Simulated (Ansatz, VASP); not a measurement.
Two plane-wave programs on Co

```xyz
2
Lattice="2.4715 0.0000 0.0000 -1.2358 2.1404 0.0000 0.0000 0.0000 4.0271" Properties=species:S:1:pos:R:3 pbc="T T T"
Co    0.0000    1.4269    1.0068
Co    1.2358    0.7135    3.0203
```

Alike in both runs: task single point; functional r2SCAN; k mesh 15 × 15 × 8; collinear spin.

|  | VASP | Ansatz |
| --- | --- | --- |
| version | VASP 6.6.1 | Ansatz 0.2.0 |
| potentials or method | VASP PAW PBE potentials, release 64 (Co), cutoff 520 eV | plane waves (500 eV) with PAW, scalar-relativistic |
| occupations | methfessel-paxton of order 1, width 0.1 eV | cold, width 0.1 eV |
| valence electrons in the cell | 18 | 34 |

VASP gave:

```
pressure (GPa)                                                : -1.9
traceless stress, the component that is largest in VASP (GPa) : 0.05
net moment per atom (μB)                                      : 1.69
size of the moment on the site where the two differ most (μB) : 1.75
```

Q: What did Ansatz give for the same quantities?

A: Pressure (GPa): -1.7; traceless stress, the component that is largest in VASP (GPa): -0.15; net moment per atom (μB): 1.70; size of the moment on the site where the two differ most (μB): 1.84.

VASP's potentials were made for PBE, not for r2SCAN. Site moments also hang on the region over which each program counts them. VASP's potentials hold 18 valence electrons a cell and Ansatz's 34, so a difference there can come from the potentials and not from the codes. Ansatz's warnings: stability check not made.
